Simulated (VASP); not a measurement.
# HfC (Fm-3m) in VASP: elastic constants with PBEsol

Aim: the elastic constants of HfC with PBEsol.

Program: VASP 6.6.1. These are calculated values, not measurements. Logs are shortened: lines on timing, memory, paths and dates and some standing lists are left out, and cuts for length are marked.

**1. The cell of the first run**

It takes space group Fm-3m (No. 225, cubic). Conventional cell: a = 4.607 Å, b = 4.607 Å, c = 4.607 Å, α = 90.00°, β = 90.00°, γ = 90.00°. Within 3.0 Å of Hf (site symmetry m-3m) lie 6 C at 2.30 Å. C (site symmetry m-3m) has 6 Hf at 2.30 Å within 3.0 Å.

**2. Elastic constants, PBEsol**

INCAR

```
SYSTEM = HfC
PREC = Accurate
ENCUT = 600
EDIFF = 1E-8
ISMEAR = -1
SIGMA = 0.05
LREAL = .False.
LASPH = .True.
NELM = 80
ALGO = Normal
ISIF = 3
LWAVE = .False.
LCHARG = .False.
GGA = PS
NBANDS = 14
IBRION = 6
NFREE = 2
POTIM = 0.015
NSW = 1
```

KPOINTS

```
regular mesh
0
Gamma
  16 16 16
  0 0 0
```

POSCAR

```
HfC
1.0
    0.0000000000      2.3036612993      2.3036612993
    2.3036612993      0.0000000000      2.3036612993
    2.3036612993      2.3036612993      0.0000000000
Hf C
1 1
Direct
    0.5000000000      0.5000000000      0.5000000000
    0.0000000000      0.0000000000      0.0000000000
```

Potentials or basis: VASP PAW PBE potentials, release 64 (Hf_pv, C).

On the command line:

```bash
$ cat potpaw_PBE.64/Hf_pv/POTCAR potpaw_PBE.64/C/POTCAR > POTCAR
$ mpirun -np 1 vasp_std > vasp.out
```

OUTCAR:

```text
SYSTEM = HfC
   PREC = Accurate
   ENCUT = 600
   EDIFF = 1E-8
   ISMEAR = -1
   LREAL = .False.
   LASPH = .True.
   NELM = 80
   ISIF = 3
   GGA = PS
   IBRION = 6
   NFREE = 2
   POTIM = 0.015
   NSW = 1

 ion  position               nearest neighbor table
   1  0.500  0.500  0.500-   2 2.30   2 2.30   2 2.30   2 2.30   2 2.30   2 2.30
   2  0.000  0.000  0.000-   1 2.30   1 2.30   1 2.30   1 2.30   1 2.30   1 2.30

  LATTYP: Found a face centered cubic cell.
 ALAT       =     4.6073225986

  Lattice vectors:

 A1 = (   0.0000000000,   2.3036612993,   2.3036612993)
 A2 = (   2.3036612993,   0.0000000000,   2.3036612993)
 A3 = (   2.3036612993,   2.3036612993,   0.0000000000)

Analysis of symmetry for initial positions (statically):
=====================================================================
 Subroutine PRICEL returns:
 Original cell was already a primitive cell.

 Routine SETGRP: Setting up the symmetry group for a
 face centered cubic supercell.

 Subroutine GETGRP returns: Found 48 space group operations
 (whereof 48 operations were pure point group operations)
 out of a pool of 48 trial point group operations.

The static configuration has the point symmetry O_h .

Analysis of symmetry for dynamics (positions and initial velocities):
=====================================================================
 Subroutine PRICEL returns:
 Original cell was already a primitive cell.

 Routine SETGRP: Setting up the symmetry group for a
 face centered cubic supercell.

 Subroutine GETGRP returns: Found 48 space group operations
 (whereof 48 operations were pure point group operations)
 out of a pool of 48 trial point group operations.

The dynamic configuration has the point symmetry O_h .

 Subroutine INISYM returns: Found 48 space group operations
 (whereof 48 operations are pure point group operations),
 and found     1 'primitive' translations

----------------------------------------------------------------------------------------

                                     Primitive cell

  volume of cell :      24.4504

  direct lattice vectors                    reciprocal lattice vectors
     0.000000000  2.303661299  2.303661299    -0.217045796  0.217045796  0.217045796
     2.303661299  0.000000000  2.303661299     0.217045796 -0.217045796  0.217045796
     2.303661299  2.303661299  0.000000000     0.217045796  0.217045796 -0.217045796

  length of vectors
     3.257869053  3.257869053  3.257869053     0.375934346  0.375934346  0.375934346

  position of ions in fractional coordinates (direct lattice)
     0.500000000  0.500000000  0.500000000
     0.000000000  0.000000000  0.000000000

  ion indices of the primitive-cell ions
   primitive index   ion index
                 1           1
                 2           2

----------------------------------------------------------------------------------------

 KPOINTS: regular mesh

Automatic generation of k-mesh.
 Grid dimensions read from file:
 generate k-points for:   16   16   16

 Generating k-lattice:

  Cartesian coordinates                     Fractional coordinates (reciprocal lattice)
    -0.013565362  0.013565362  0.013565362     0.062500000  0.000000000  0.000000000
     0.013565362 -0.013565362  0.013565362     0.000000000  0.062500000  0.000000000
     0.013565362  0.013565362 -0.013565362     0.000000000  0.000000000  0.062500000

  Length of vectors
     0.023495897  0.023495897  0.023495897
[... 110 lines left out ...]
  -------------------------------------------------------------------------------------
  Total       -0.0669034     -0.0669034     -0.0669034     -0.0000000      0.0000000      0.0000000
  in kB       -4.3840208     -4.3840208     -4.3840208     -0.0000000      0.0000000      0.0000000
  external PRESSURE =      -4.3840208 kB  Pullay stress =       0.0000000 kB
[... 89 lines left out ...]
  FREE ENERGIE OF THE ION-ELECTRON SYSTEM (eV)
  ---------------------------------------------------
  free  energy   TOTEN  =       -22.1884915908 eV

  energy  without entropy=      -22.1856597851  energy(sigma->0) =      -22.18707569

[... ionic steps 4 to 14 ...]

--------------------------------------- Ionic step       15  -------------------------------------------

 number of electron      14.0000000 magnetization

------------------------ aborting loop because EDIFF is reached ----------------------------------------
[... 67 lines left out ...]
--------------------------------------- Ionic step       17  -------------------------------------------

 number of electron      14.0000000 magnetization

 Free energy of the ion-electron system (eV)
  ---------------------------------------------------
  ext. energy  EPLUGINS =         0.00000000
  ---------------------------------------------------
  free energy    TOTEN  =       -22.19631102 eV

  energy without entropy =      -22.19321540  energy(sigma->0) =      -22.19476321

 E-fermi :   5.9992     XC(G=0): -12.5570

 val. band max:        5.9984378488   @ k =   0.4375   0.3750   0.0000
 cond. band min:       6.0001391450   @ k =   0.0625   0.0625   0.0000
 fundamental gap:      0.0017012962
 Fermi energy:         5.9992256254

 k-point     1 :       0.0000    0.0000    0.0000
  band No.  band energies     occupation
      1     -23.3469      2.00000
      2     -23.3468      2.00000
      3     -23.3468      2.00000
      4      -6.4094      2.00000
      5       7.0341      0.00000
      6       7.0341      0.00000
      7       7.0553      0.00000
      8       7.3713      0.00000
      9       7.3996      0.00000
     10       7.3996      0.00000
     11       9.4690      0.00000
     12       9.4772      0.00000
     13      13.1802      0.00000
     14      17.0452      0.00000
[... 377 lines left out ...]
      1     -23.4210      2.00000
      2     -23.3670      2.00000
      3     -23.3489      2.00000
      4      -6.1363      2.00000
      5       5.6172      1.99904
      6       5.9316      1.58906
      7       6.0243      0.75392
      8       7.5359      0.00000
      9       8.2350      0.00000
     10       8.2519      0.00000
     11      10.0933      0.00000
     12      11.0234      0.00000
     13      13.7712      0.00000
     14      17.7973      0.00000

 [... further k-points ...]

------------------------ aborting loop because EDIFF is reached ----------------------------------------

  FORCE on cell =-STRESS in cart. coord.  units (eV):
  Direction    XX          YY          ZZ          XY          YZ          ZX
  --------------------------------------------------------------------------------------
  -------------------------------------------------------------------------------------
  Total       -0.0567631     -0.0669933     -0.0669933      0.0000000      0.0000000     -0.0000000
  in kB       -3.7195511     -4.3899148     -4.3899148      0.0000000      0.0000000     -0.0000000
  external PRESSURE =      -4.1664602 kB  Pullay stress =       0.0000000 kB
[... 17 lines left out ...]
  FREE ENERGIE OF THE ION-ELECTRON SYSTEM (eV)
  ---------------------------------------------------
  free  energy   TOTEN  =       -22.1963110203 eV

  energy  without entropy=      -22.1932153996  energy(sigma->0) =      -22.19476321

 INTERNAL STRAIN TENSORS FROM STRAINED CELLS
 ============================================

 INTERNAL STRAIN TENSOR FOR ION    1 for displacements in x,y,z  (eV/Angst):
          X           Y           Z          XY          YZ          ZX
  --------------------------------------------------------------------------------
  x    -0.00000     0.00000    -0.00000     0.00000    -0.00000     0.00000
  y     0.00000     0.00000    -0.00000    -0.00000     0.00000     0.00000
  z    -0.00000     0.00000     0.00000    -0.00000     0.00000     0.00000

 INTERNAL STRAIN TENSORS FROM DISPLACED ATOMS
 ============================================

 INTERNAL STRAIN TENSOR FOR ION    1 for displacements in x,y,z  (eV/Angst):
          X           Y           Z          XY          YZ          ZX
  --------------------------------------------------------------------------------
  x     0.00000     0.00000     0.00000     0.00000     0.00000     0.00000
  y     0.00000     0.00000     0.00000     0.00000     0.00000     0.00000
  z     0.00000     0.00000     0.00000     0.00000     0.00000     0.00000

 INTERNAL STRAIN TENSOR FOR ION    2 for displacements in x,y,z  (eV/Angst):
          X           Y           Z          XY          YZ          ZX
  --------------------------------------------------------------------------------
  x     0.00000     0.00000     0.00000     0.00000     0.00000     0.00000
  y     0.00000     0.00000     0.00000     0.00000     0.00000     0.00000
  z     0.00000     0.00000     0.00000     0.00000     0.00000     0.00000

 Eigenvectors and eigenvalues of the dynamical matrix
 ----------------------------------------------------

   1 f  =   13.480923 THz    84.703137 2PiTHz  449.675184 cm-1    55.752592 meV
             X         Y         Z           dx          dy          dz
      2.303661  2.303661  2.303661    -0.251124    0.000000    0.000000
      0.000000  0.000000  0.000000     0.967955    0.000000    0.000000
[... 21 lines left out ...]
   6 f/i=    0.000376 THz     0.002363 2PiTHz    0.012545 cm-1     0.001555 meV
             X         Y         Z           dx          dy          dz
      2.303661  2.303661  2.303661     0.000000    0.000000    0.967955
      0.000000  0.000000  0.000000     0.000000    0.000000    0.251124

--------------------------------------------------------------------------------------------------------

 ELASTIC MODULI CONTR FROM IONIC RELAXATION (kBar)
 Direction    XX          YY          ZZ          XY          YZ          ZX
 --------------------------------------------------------------------------------
 XX           0.0000      0.0000      0.0000      0.0000      0.0000      0.0000
 YY           0.0000      0.0000      0.0000      0.0000      0.0000      0.0000
 ZZ           0.0000      0.0000      0.0000      0.0000      0.0000      0.0000
 XY           0.0000      0.0000      0.0000      0.0000      0.0000      0.0000
 YZ           0.0000      0.0000      0.0000      0.0000      0.0000      0.0000
 ZX           0.0000      0.0000      0.0000      0.0000      0.0000      0.0000
 --------------------------------------------------------------------------------

 TOTAL ELASTIC MODULI (kBar)
 Direction    XX          YY          ZZ          XY          YZ          ZX
 --------------------------------------------------------------------------------
 XX        5424.6706   1084.6601   1084.6601     -0.0000      0.0000     -0.0000
 YY        1084.6601   5424.6706   1084.6601      0.0000     -0.0000     -0.0000
 ZZ        1084.6601   1084.6601   5424.6706     -0.0000     -0.0000      0.0000
 XY          -0.0000      0.0000     -0.0000   1691.3337      0.0000      0.0000
 YZ           0.0000     -0.0000     -0.0000      0.0000   1691.3337     -0.0000
 ZX          -0.0000     -0.0000      0.0000      0.0000     -0.0000   1691.3337
 --------------------------------------------------------------------------------
```

Run time: 73 min. Hardware: 1 thread of Intel Xeon 8259CL, shared host; peak memory 0.86 GiB.

Results:

- Elastic constants C11, C12, C44: 542, 108, 169 GPa
- Voigt bulk modulus: 253 GPa
- Highest phonon frequency at Γ: 450 cm⁻¹

Phonon frequencies in cm⁻¹ (negative: imaginary):
```tsv
q point	frequencies
(0.000, 0.000, 0.000)	0 0 0 450 450 450
```

Elastic tensor in Voigt notation (GPa, in the Cartesian axes of the cell as first typed):
```
542 108 108   0   0   0
108 542 108   0   0   0
108 108 542   0   0   0
  0   0   0 169   0   0
  0   0   0   0 169   0
  0   0   0   0   0 169
```

Clamped-ion elastic tensor (GPa):
```
542 108 108   0   0   0
108 542 108   0   0   0
108 108 542   0   0   0
  0   0   0 169   0   0
  0   0   0   0 169   0
  0   0   0   0   0 169
```

Caveat: the PAW data sets were made with another functional, which shifts forces and pressure a little; spin-orbit coupling is left out, which moves the levels of the heavy elements.
